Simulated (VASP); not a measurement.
Crystal: B2P5.

```
CELL_PARAMETERS angstrom
3.25000 0.00000 0.00000
-1.62500 2.81458 0.00000
0.00000 0.00000 23.40000
ATOMIC_POSITIONS crystal
B 0.33333 0.66667 0.11000
B 0.00000 0.00000 0.22200
B 0.66667 0.33333 0.89000
B 0.00000 0.00000 0.77800
P 0.00000 0.00000 0.38200
P 0.33333 0.66667 0.43300
P 0.00000 0.00000 0.61800
P 0.66667 0.33333 0.56700
P 0.33333 0.66667 0.02600
P 0.00000 0.00000 0.13800
P 0.66667 0.33333 0.25000
P 0.66667 0.33333 0.97400
P 0.00000 0.00000 0.86200
P 0.33333 0.66667 0.75000
```

* Program: VASP 6.6.1
* Task: relaxation of cell and atoms
* Functional: PBE
* Potentials or basis: VASP PAW PBE potentials, release 64 (B, P)
* Cutoff: 600 eV
* k mesh: 6 × 6 × 1
* Occupations: gaussian, width 0.2 eV
* Spin: no spin polarisation

At the start: pressure -0.0 GPa; volume 15.29 Å³/atom.

Task: Where does the relaxation end?

Result: Over 18 steps the energy falls by 25.4 meV/atom and the volume is 14.75 Å³/atom (-3.5 %); space group P-3m1 (No. 164, to 0.1 Å) before and after.

The path:
```csv
step,energy change (eV),largest force (eV/Å),pressure (GPa),volume (Å³)
1,0.0000,0.8675,-0.05,214.05
2,-0.1476,0.3013,-0.76,213.88
3,-0.1527,0.4468,-0.88,213.84
4,-0.2101,0.4472,0.22,211.06
5,-0.2106,0.4742,0.35,210.75
6,-0.2420,0.3087,-0.19,210.63
7,-0.2502,0.2631,-0.61,210.51
8,-0.2670,0.2967,0.21,208.64
9,-0.2673,0.2371,0.12,208.84
10,-0.2797,0.1550,0.20,208.54
11,-0.2986,0.3862,0.49,207.64
12,-0.3059,0.3578,0.34,207.74
13,-0.3232,0.2787,-0.10,208.05
14,-0.3370,0.2275,-0.93,208.67
15,-0.3472,0.1615,-0.63,207.94
16,-0.3550,0.1447,-0.07,206.66
17,-0.3550,0.1478,-0.03,206.57
18,-0.3560,0.0486,-0.02,206.55
```

Final structure:
```yaml
crystal:
  lattice:
    - [3.27275, 0.00000, 0.00000]
    - [-1.63637, 2.83428, 0.00000]
    - [0.00000, 0.00000, 22.26763]
  atoms:
    - { symbol: B, position: [0.33333, 0.66667, 0.11210] }
    - { symbol: B, position: [0.00000, 0.00000, 0.22948] }
    - { symbol: B, position: [0.66667, 0.33333, 0.88790] }
    - { symbol: B, position: [0.00000, 0.00000, 0.77052] }
    - { symbol: P, position: [0.00000, 0.00000, 0.37046] }
    - { symbol: P, position: [0.33333, 0.66667, 0.42509] }
    - { symbol: P, position: [0.00000, 0.00000, 0.62954] }
    - { symbol: P, position: [0.66667, 0.33333, 0.57491] }
    - { symbol: P, position: [0.33333, 0.66667, 0.02402] }
    - { symbol: P, position: [0.00000, 0.00000, 0.14082] }
    - { symbol: P, position: [0.66667, 0.33333, 0.25756] }
    - { symbol: P, position: [0.66667, 0.33333, 0.97598] }
    - { symbol: P, position: [0.00000, 0.00000, 0.85918] }
    - { symbol: P, position: [0.33333, 0.66667, 0.74244] }
```

Caveat: the k points lie up to 0.37 Å⁻¹ apart in the final cell, too coarse for converged energies and pressures of a metal; this functional lacks dispersion, which binds the layers, so the pressure and a relaxed spacing across them are unreliable; the relaxation stopped at a loose force limit of 0.08 eV/Å, so its end isn't a converged minimum.
